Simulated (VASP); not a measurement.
TaN:

```
Ta N
1.0
     2.97666    0.00000    0.00000
    -1.48833    2.57787    0.00000
     0.00000    0.00000    2.92094
Ta N
1 1
Cartesian
  0.0000 0.0000 1.4605
  1.4883 0.8593 0.0000
```

Base run:

* Program: VASP 6.6.1
* Functional: r2SCAN
* Potentials or basis: VASP PAW PBE potentials, release 64 (Ta_sv_GW, N)
* Cutoff: 660 eV
* k mesh: 10 × 10 × 9
* Occupations: fermi-dirac, width 0.05 eV
* Spin: no spin polarisation

Its results: band gap on the k mesh zero (band 9 reaches 12.13 eV, above the bottom of band 10 at 11.81 eV); pressure -13.4 GPa.

Q: The run is repeated on the same cell with these changes: functional from r2SCAN to LDA; potentials or basis from VASP PAW PBE potentials, release 64 (Ta_sv_GW, N) to VASP PAW LDA potentials, release 64 (Ta_sv_GW, N); cutoff from 660 eV to 600 eV. What comes out?

A: Band gap on the k mesh zero (band 9 reaches 11.75 eV, above the bottom of band 10 at 11.48 eV); pressure -22.5 GPa.

Caveats: spin-orbit coupling is left out, which moves the levels of the heavy elements; the PAW data sets were made with another functional, which shifts forces and pressure a little (some runs).
